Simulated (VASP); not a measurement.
# TaN (Fm-3m) in VASP: notebook

TaN is run at these levels: r2SCAN+U; tasks: single point.

Everything below comes from runs of VASP 6.6.1. Logs are shortened: lines on timing, memory, paths and dates and some standing lists are left out, and cuts for length are marked.

### 1 The cell of the first run

Symmetry: Fm-3m, No. 225, cubic system. The conventional cell has a = 4.358 Å, b = 4.358 Å, c = 4.358 Å, α = 90.00°, β = 90.00°, γ = 90.00°. Within 2.9 Å of Ta (site symmetry m-3m) lie 6 N at 2.18 Å. Within 2.9 Å of N (site symmetry m-3m) lie 6 Ta at 2.18 Å.

### 2 Single point, r2SCAN+U, collinear spin, ferromagnetic start

Input file POSCAR:

```
TaN
1.0
    0.0000000000      2.1790013100      2.1790013100
    2.1790013100      0.0000000000      2.1790013100
    2.1790013100      2.1790013100      0.0000000000
Ta N
1 1
Direct
    0.5000000000      0.5000000000      0.5000000000
    0.0000000000      0.0000000000      0.0000000000
```

Input file INCAR.step1:

```
PREC = Accurate ; ENCUT = 660
ISMEAR = 0 ; SIGMA = 0.05
LREAL = F ; LASPH = T
NELM = 200 ; ISPIN = 2
MAGMOM = 0.07 0.02 ; LMAXMIX = 4
LDAU = T ; LDAUTYPE = 2
LDAUL = 2 -1 ; LDAUU = 2 0
LDAUJ = 0 0 ; NBANDS = 19
GGA = PE ; ALGO = Normal
EDIFF = 1E-5 ; LWAVE = T
LCHARG = F ; GGA_COMPAT = F
```

Input file INCAR.step2:

```
PREC = Accurate ; ENCUT = 660
EDIFF = 1E-6 ; ISMEAR = 0
SIGMA = 0.05 ; LREAL = F
LASPH = T ; NELM = 200
ALGO = Normal ; ISIF = 2
LWAVE = F ; LCHARG = F
ISPIN = 2 ; MAGMOM = 0.07 0.02
LORBIT = 11 ; LMAXMIX = 4
LDAU = T ; LDAUTYPE = 2
LDAUL = 2 -1 ; LDAUU = 2 0
LDAUJ = 0 0 ; LDAUPRINT = 1
METAGGA = R2SCAN ; LMIXTAU = T
NBANDS = 19 ; ISTART = 1
GGA_COMPAT = F
```

Input file KPOINTS:

```
Automatic mesh
0
Gamma
  7 7 7
```

Potentials or basis: VASP PAW PBE potentials, release 64 (Ta_pv, N).

Run with:

```
$ cat potpaw_PBE.64/Ta_pv/POTCAR potpaw_PBE.64/N/POTCAR > POTCAR
$ cp INCAR.step1 INCAR
$ mpirun -np 1 vasp_std > vasp.out
$ cp INCAR.step2 INCAR
$ mpirun -np 1 vasp_std > vasp.out
```

OUTCAR:

```text
PREC = Accurate
   ENCUT = 660
   EDIFF = 1E-6
   ISMEAR = 0
   LREAL = F
   LASPH = T
   NELM = 200
   ISIF = 2
   ISPIN = 2
   LORBIT = 11
   METAGGA = R2SCAN
   ISTART = 1

 ion  position               nearest neighbor table
   1  0.500  0.500  0.500-   2 2.18   2 2.18   2 2.18   2 2.18   2 2.18   2 2.18
   2  0.000  0.000  0.000-   1 2.18   1 2.18   1 2.18   1 2.18   1 2.18   1 2.18

  LATTYP: Found a face centered cubic cell.
 ALAT       =     4.3580026200

  Lattice vectors:

 A1 = (   0.0000000000,   2.1790013100,   2.1790013100)
 A2 = (   2.1790013100,   0.0000000000,   2.1790013100)
 A3 = (   2.1790013100,   2.1790013100,   0.0000000000)

Analysis of symmetry for initial positions (statically):
=====================================================================
 Subroutine PRICEL returns:
 Original cell was already a primitive cell.

 Routine SETGRP: Setting up the symmetry group for a
 face centered cubic supercell.

 Subroutine GETGRP returns: Found 48 space group operations
 (whereof 48 operations were pure point group operations)
 out of a pool of 48 trial point group operations.

The static configuration has the point symmetry O_h .

Analysis of symmetry for dynamics (positions and initial velocities):
=====================================================================
 Subroutine PRICEL returns:
 Original cell was already a primitive cell.

 Routine SETGRP: Setting up the symmetry group for a
 face centered cubic supercell.

 Subroutine GETGRP returns: Found 48 space group operations
 (whereof 48 operations were pure point group operations)
 out of a pool of 48 trial point group operations.

The dynamic configuration has the point symmetry O_h .

Analysis of structural, dynamic, and magnetic symmetry:
=====================================================================
 Subroutine PRICEL returns:
 Original cell was already a primitive cell.

 Routine SETGRP: Setting up the symmetry group for a
 face centered cubic supercell.

 Subroutine GETGRP returns: Found 48 space group operations
 (whereof 48 operations were pure point group operations)
 out of a pool of 48 trial point group operations.

[... 167 lines left out ...]
  o =  0.2692  v =  1.0000  0.0000  0.0000  0.0000  0.0000  0.0000  0.0000  0.0000  0.0000  0.0000      0.0000  0.0000  0.0000  0.0000  0.0000  0.0000  0.0000  0.0000  0.0000  0.0000
  o =  0.2692  v =  0.0000 -0.0082 -0.0000 -1.0000 -0.0000  0.0000  0.0000  0.0000  0.0000  0.0000      0.0000  0.0000  0.0000  0.0000  0.0000  0.0000  0.0000  0.0000  0.0000  0.0000
  o =  0.2692  v =  0.0000  0.0000  0.0000  0.0000  0.0000  0.0000  0.9956 -0.0000  0.0940  0.0000      0.0000  0.0000  0.0000  0.0000  0.0000  0.0000  0.0000  0.0000  0.0000  0.0000
  o =  0.2692  v =  0.0000  0.0000  0.0000  0.0000  0.0000  1.0000  0.0000  0.0000  0.0000  0.0000      0.0000  0.0000  0.0000  0.0000  0.0000  0.0000  0.0000  0.0000  0.0000  0.0000
  o =  0.2692  v =  0.0000  0.0000  0.0000  0.0000  0.0000  0.0000 -0.0940 -0.0000  0.9956 -0.0000      0.0000  0.0000  0.0000  0.0000  0.0000  0.0000  0.0000  0.0000  0.0000  0.0000

 number of electron      16.0000001 magnetization      -0.0000000

 Free energy of the ion-electron system (eV)
  ---------------------------------------------------
  ext. energy  EPLUGINS =         0.00000000
  ---------------------------------------------------
  free energy    TOTEN  =       -57.75969002 eV

  energy without entropy =      -57.75895066  energy(sigma->0) =      -57.75932034

 E-fermi :  10.1950     XC(G=0): -14.6587

 val. band max:       10.0938611209   @ k =  -0.2857   0.1429   0.0000
 cond. band min:      10.2354494326   @ k =   0.2857   0.0000   0.0000
 fundamental gap:      0.1415883117
 Fermi energy:        10.1949512426

 spin component 1

 k-point     1 :       0.0000    0.0000    0.0000
  band No.  band energies     occupation
      1     -27.3928      1.00000
      2     -27.3928      1.00000
      3     -27.3928      1.00000
      4     -10.2093      1.00000
      5       5.8601      1.00000
      6       5.8601      1.00000
[... 416 lines left out ...]
      5       1.6709      1.00000
      6       2.6987      1.00000
[... 11 lines left out ...]
     18      30.9669      0.00000
     19      31.7906      0.00000
 Fermi energy:        10.1949512426

 spin component 2

 k-point     1 :       0.0000    0.0000    0.0000
  band No.  band energies     occupation
      1     -27.3928      1.00000
      2     -27.3928      1.00000
      3     -27.3928      1.00000
      4     -10.2093      1.00000
      5       5.8601      1.00000
      6       5.8601      1.00000
[... 417 lines left out ...]
      6       2.6987      1.00000
[... 11 lines left out ...]
     18      30.9669      0.00000
     19      31.7906      0.00000

------------------------ aborting loop because EDIFF is reached ----------------------------------------

  FORCE on cell =-STRESS in cart. coord.  units (eV):
  Direction    XX          YY          ZZ          XY          YZ          ZX
  --------------------------------------------------------------------------------------
  -------------------------------------------------------------------------------------
  Total        2.3359053      2.3359053      2.3359053      0.0000000      0.0000000      0.0000000
  in kB      180.8686698    180.8686698    180.8686698      0.0000000      0.0000000      0.0000000
  external PRESSURE =     180.8686698 kB  Pullay stress =       0.0000000 kB

 VOLUME and BASIS-vectors are now :
 -----------------------------------------------------------------------------
  energy-cutoff  :      660.00
  volume of cell :       20.69
      direct lattice vectors                 reciprocal lattice vectors
     0.000000000  2.179001310  2.179001310    -0.229462918  0.229462918  0.229462918
     2.179001310  0.000000000  2.179001310     0.229462918 -0.229462918  0.229462918
     2.179001310  2.179001310  0.000000000     0.229462918  0.229462918 -0.229462918

 POSITION                                       TOTAL-FORCE (eV/Angst)
 -----------------------------------------------------------------------------------
      2.17900      2.17900      2.17900        -0.000000      0.000000      0.000000
      0.00000      0.00000      0.00000         0.000000     -0.000000      0.000000
 -----------------------------------------------------------------------------------
    total drift:                                0.000000      0.000000      0.000000

  FREE ENERGIE OF THE ION-ELECTRON SYSTEM (eV)
  ---------------------------------------------------
  free  energy   TOTEN  =       -57.7596900248 eV

  energy  without entropy=      -57.7589506553  energy(sigma->0) =      -57.75932034

 total charge

# of ion       s       p       d       tot
------------------------------------------
    1        0.293   6.243   2.407   8.943
    2        1.240   2.600   0.000   3.839
--------------------------------------------------
tot          1.533   8.843   2.407  12.782

 magnetization (x)

# of ion       s       p       d       tot
------------------------------------------
    1       -0.000  -0.000  -0.000  -0.000
    2        0.000   0.000   0.000   0.000
--------------------------------------------------
tot         -0.000   0.000  -0.000  -0.000
```

OUTCAR.step1:

```text
PREC = Accurate
   ENCUT = 660
   ISMEAR = 0
   LREAL = F
   LASPH = T
[... 1120 lines left out ...]
 -----------------------------------------------------------------------------------
      2.17900      2.17900      2.17900        -0.000000     -0.000000     -0.000000
      0.00000      0.00000      0.00000         0.000000      0.000000      0.000000
 -----------------------------------------------------------------------------------
    total drift:                                0.000000      0.000000      0.000000

  FREE ENERGIE OF THE ION-ELECTRON SYSTEM (eV)
  ---------------------------------------------------
  free  energy   TOTEN  =       -19.9474454341 eV

  energy  without entropy=      -19.9466819447  energy(sigma->0) =      -19.94706369
```

OSZICAR.step1:

```text
N       E                     dE             d eps       ncg     rms          rms(c)
DAV:   1     0.119358557270E+03    0.11936E+03   -0.91963E+03  1520   0.104E+03
DAV:   2    -0.188872140523E+02   -0.13825E+03   -0.12913E+03  1762   0.320E+02
DAV:   3    -0.232548706994E+02   -0.43677E+01   -0.43135E+01  1779   0.491E+01
DAV:   4    -0.232705693945E+02   -0.15699E-01   -0.15694E-01  1758   0.321E+00
DAV:   5    -0.232706024566E+02   -0.33062E-04   -0.33062E-04  1761   0.153E-01    0.256E+01
DAV:   6    -0.200347448738E+02    0.32359E+01   -0.42250E+00  1952   0.227E+01    0.104E+01
DAV:   7    -0.199842200359E+02    0.50525E-01   -0.45206E-01  1619   0.509E+00    0.699E+00
DAV:   8    -0.199540116089E+02    0.30208E-01   -0.10328E-01  1667   0.270E+00    0.169E+00
DAV:   9    -0.199475760968E+02    0.64355E-02   -0.13915E-02  1663   0.100E+00    0.448E-01
DAV:  10    -0.199474883397E+02    0.87757E-04   -0.74104E-04  1655   0.271E-01    0.886E-02
DAV:  11    -0.199474542479E+02    0.34092E-04   -0.39635E-05  1622   0.516E-02    0.383E-02
DAV:  12    -0.199474454341E+02    0.88138E-05   -0.43560E-06   837   0.213E-02
   1 F= -.19947445E+02 E0= -.19947064E+02  d E =-.763489E-03  mag=     0.0001
```

Wall time 2.3 min (1 thread of AMD EPYC 7R43 (Zen 3), shared host); peak memory 0.16 GiB.

What came out:

- Free energy: -57.7597 eV
- Pressure: 18.1 GPa
- Band gap on the k mesh: zero (filled and empty bands overlap)
- Net moment: 0.00 μB per cell
- Valence electrons inside the program's atomic spheres: Ta 8.94; N 3.84

Eigenvalues of the final occupation matrices:
```
    site  spin  trace               eigenvalues
site 1 d     1   1.23  0.21 0.21 0.27 0.27 0.27
site 1 d     2   1.23  0.21 0.21 0.27 0.27 0.27
```

Caveat: the PAW data sets were made with another functional, which shifts forces and pressure a little; spin-orbit coupling is left out, which moves the levels of the heavy elements. The state reached can hang on the start; a lower one may exist.

### 3 Single point, r2SCAN+U, collinear spin, ferromagnetic start

POSCAR is that of step 2.

Input file INCAR.step1:

```
SYSTEM = TaN
PREC = Accurate ; ENCUT = 660
ISMEAR = 0 ; SIGMA = 0.05
LREAL = .False. ; LASPH = .True.
NELM = 200 ; ISPIN = 2
MAGMOM = 0.07 0.02 ; LMAXMIX = 4
LDAU = .True. ; LDAUTYPE = 2
LDAUL = 2 -1 ; LDAUU = 2 0
LDAUJ = 0 0 ; NBANDS = 19
GGA = PE ; ALGO = Normal
EDIFF = 1E-5 ; LWAVE = .True.
LCHARG = .False. ; GGA_COMPAT = .False.
```

Input file INCAR.step2:

```
SYSTEM = TaN
PREC = Accurate ; ENCUT = 660
EDIFF = 1E-6 ; ISMEAR = 0
SIGMA = 0.05 ; LREAL = .False.
LASPH = .True. ; NELM = 200
ALGO = Normal ; ISIF = 2
LWAVE = .False. ; LCHARG = .True.
ISPIN = 2 ; MAGMOM = 0.07 0.02
LORBIT = 11 ; LMAXMIX = 4
LDAU = .True. ; LDAUTYPE = 2
LDAUL = 2 -1 ; LDAUU = 2 0
LDAUJ = 0 0 ; LDAUPRINT = 1
METAGGA = R2SCAN ; LMIXTAU = .True.
LELF = .True. ; LVHAR = .True.
NBANDS = 19 ; ISTART = 1
GGA_COMPAT = .False.
```

Input file KPOINTS:

```
regular mesh
0
Gamma
  7 7 7
  0 0 0
```

Potentials or basis: VASP PAW PBE potentials, release 64 (Ta_pv, N).

Run with:

```
$ cat potpaw_PBE.64/Ta_pv/POTCAR potpaw_PBE.64/N/POTCAR > POTCAR
$ cp INCAR.step1 INCAR
$ mpirun -np 1 vasp_std > vasp.out
$ cp INCAR.step2 INCAR
$ mpirun -np 1 vasp_std > vasp.out
```

Wall time 2.3 min (1 thread of AMD EPYC 7R43 (Zen 3), shared host); peak memory 0.16 GiB.

The run converged. Its results:

```
Free energy                                           : -57.7597 eV
Pressure                                              : 18.1 GPa
Band gap on the k mesh                                : zero (filled and empty bands overlap)
Net moment                                            : 0.00 μB per cell
Valence electrons inside the program's atomic spheres : Ta 8.94; N 3.84
```

Levels at points of the mesh, in eV from the Fermi level:
Spin up:
```
           k point  band 6  band 7  band 8  band 9  band 10  band 11
(0.00, 0.00, 0.00)   -4.33   -4.33   -2.24   -2.24    -2.24     0.26
```
Spin down:
| k point | band 6 | band 7 | band 8 | band 9 | band 10 | band 11 |
| --- | --- | --- | --- | --- | --- | --- |
| (0.00, 0.00, 0.00) | -4.33 | -4.33 | -2.24 | -2.24 | -2.24 | 0.26 |

Eigenvalues of the final occupation matrices:
| site | spin | trace | eigenvalues |
| --- | --- | --- | --- |
| site 1 d | 1 | 1.23 | 0.21 0.21 0.27 0.27 0.27 |
| site 1 d | 2 | 1.23 | 0.21 0.21 0.27 0.27 0.27 |

Caveat: the PAW data sets were made with another functional, which shifts forces and pressure a little; spin-orbit coupling is left out, which moves the levels of the heavy elements.
